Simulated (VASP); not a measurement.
Runs of VASP 6.6.1 on Os. The structure is that of space group Fm-3m (No. 225), or close to it. The cells are those of the table. 

```csv
cell,gap on the mesh (eV),pressure (GPa)
"a = 2.751, b = 2.813, c = 2.813 Å, angles 58.5, 60.7, 60.7°, 1 atom",none,-29.5
"a = 2.751, b = 2.824, c = 2.824 Å, angles 58.3, 60.9, 60.9°, 1 atom",none,-31.3
"a = 2.751, b = 2.792, c = 2.792 Å, angles 59.0, 60.5, 60.5°, 1 atom",none,-25.6
"a = 2.751, b = 2.710, c = 2.710 Å, angles 61.0, 59.5, 59.5°, 1 atom",none,(a)
"a = 2.751, b = 2.771, c = 2.771 Å, angles 59.5, 60.2, 60.2°, 1 atom",none,-21.2
"a = 2.751, b = 2.834, c = 2.834 Å, angles 58.1, 61.0, 61.0°, 1 atom",none,-33.0
"a = 2.751, b = 2.689, c = 2.689 Å, angles 61.5, 59.2, 59.2°, 1 atom",none,(c)
"a = 2.751, b = 2.730, c = 2.730 Å, angles 60.5, 59.8, 59.8°, 1 atom",none,(b)
```

Alike in all rows: task single point; level r2SCAN; potentials or basis VASP PAW PBE potentials, release 64 (Os); no spin polarisation; k mesh 20 × 20 × 20; cutoff (eV) 520; smearing gaussian 0.15 eV.

Estimate the missing entries.

(a) -4.8; (b) -10.9; (c) 2.0.

Caveats: the PAW data sets were made with another functional, which shifts forces and pressure a little; spin-orbit coupling is left out, which moves the levels of the heavy elements.

A k mesh can miss the band edges, and the runs leave out spin-orbit coupling on Os.

A gap of «none» marks levels without a gap at the run's occupations.
